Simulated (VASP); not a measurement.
Zr, 2 atoms in the cell. Symmetry: P6_3/mmc, No. 194, hexagonal system. Conventional cell: a = 3.226 Å, b = 3.226 Å, c = 5.222 Å, α = 90.00°, β = 90.00°, γ = 120.00°. Within 4.2 Å of Zr (site symmetry -6m2) lie 12 Zr at 3.21 to 3.23 Å. 

- Program: VASP 6.6.1
- Task: single point
- Functional: LDA
- Potentials or basis: VASP PAW LDA potentials, release 64 (Zr_sv)
- Cutoff: 520 eV
- k mesh: 19 × 19 × 10
- Occupations: fermi-dirac, width 0.1 eV
- Spin: no spin polarisation
- Dipole correction: no
- Further INCAR settings: ALGO = Normal; EDIFF = 1e-06; NBANDS = 19

Potentials or basis: VASP PAW LDA potentials, release 64 (Zr_sv).

Command:

```sh
$ cat potpaw_LDA.64/Zr_sv/POTCAR > POTCAR
$ mpirun -np 1 vasp_std > vasp.out
```

Hardware: 1 thread of Intel Xeon 8259CL (shared host).

**Question.** How long does it take, and how much memory?

**Answer.** Run time: 2 min on 1 thread of Intel Xeon 8259CL, with other jobs on the host, peak memory 0.28 GiB. Counts: scf iterations 12, k points 240.
